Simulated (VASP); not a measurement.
## PbS: single point with PBE

PbS:

```
Pb S
1.0
     3.65311    0.00000    0.00000
     0.00000    3.65311    0.00000
     0.00000    0.00000    3.65311
Pb S
1 1
Direct
  0.00000 0.00000 0.00000
  0.50000 0.50000 0.50000
```

* Program: VASP 6.6.1
* Task: single point
* Functional: PBE
* Potentials or basis: VASP PAW PBE potentials, release 64 (Pb_d, S)
* Cutoff: 520 eV
* k mesh: 16 × 16 × 16
* Occupations: gaussian, width 0.1 eV
* Spin: no spin polarisation

```yaml
Pressure: -0.1 GPa
Band_gap_on_the_k_mesh: zero (bands 10 and 11 overlap by 0.45 eV)
```

Levels at points of the mesh, in eV from the Fermi level:
| k point | band 7 | band 8 | band 9 | band 10 | band 11 | band 12 | band 13 | band 14 |
| --- | --- | --- | --- | --- | --- | --- | --- | --- |
| (0.00, 0.00, 0.00) | -6.67 | -1.53 | -1.53 | -1.53 | 5.55 | 5.55 | 6.58 | 6.58 |
| (0.50, 0.00, 0.00) | -8.94 | -0.42 | -0.42 | -0.06 | 0.39 | 4.00 | 4.00 | 6.78 |
| (0.50, 0.50, 0.00) | -7.20 | -4.37 | -4.37 | -0.22 | 4.25 | 4.25 | 5.98 | 7.26 |
| (0.50, 0.50, 0.50) | -5.91 | -2.32 | -2.32 | -2.32 | -0.40 | -0.40 | -0.40 | 13.77 |

It took 2.6 min on 1 thread of Intel Xeon 8259CL (shared host), peak memory 0.26 GiB.

Caveat: semilocal functionals underestimate gaps, so a narrow gap can read as zero; spin-orbit coupling is left out, which moves the levels of the heavy elements.
